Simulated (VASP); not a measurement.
A run of VASP 6.6.1 is set up as follows.

Contents of INCAR:

```
SYSTEM = BeTe
PREC = Accurate
ENCUT = 600
EDIFF = 1E-8
ISMEAR = 0
SIGMA = 0.01
LREAL = .False.
LASPH = .True.
NELM = 100
ALGO = Normal
ISIF = 3
LWAVE = .False.
LCHARG = .False.
IBRION = 6
NFREE = 2
POTIM = 0.015
NSW = 1
```

File KPOINTS:

```
Automatic mesh
0
Gamma
  8 8 8
  0 0 0
```

The input POSCAR:

```
BeTe
1.0
    0.0000000000      2.7259429950      2.7259429950
    2.7259429950      0.0000000000      2.7259429950
    2.7259429950      2.7259429950      0.0000000000
Be Te
1 1
Direct
    0.0000000000      0.0000000000      0.0000000000
    0.7500000000      0.7500000000      0.7500000000
```

Potentials or basis: VASP PAW LDA potentials, release 64 (Be, Te).

Command:

```bash
$ cat potpaw_LDA.64/Be/POTCAR potpaw_LDA.64/Te/POTCAR > POTCAR
$ mpirun -np 1 vasp_std > vasp.out
```

Estimate the elastic constants C11, C12, C44.

120, 55, 58 GPa.

Estimate the Voigt bulk modulus.

76 GPa.

What does it give for the highest phonon frequency at Γ, LO-TO splitting left out?

521 cm⁻¹.

Clamped-ion elastic tensor (GPa):
```
120  55  55   0   0   0
 55 120  55   0   0   0
 55  55 120   0   0   0
  0   0   0  81   0   0
  0   0   0   0  81   0
  0   0   0   0   0  81
```

Caveat: the cell is under stress, which shifts elastic constants.
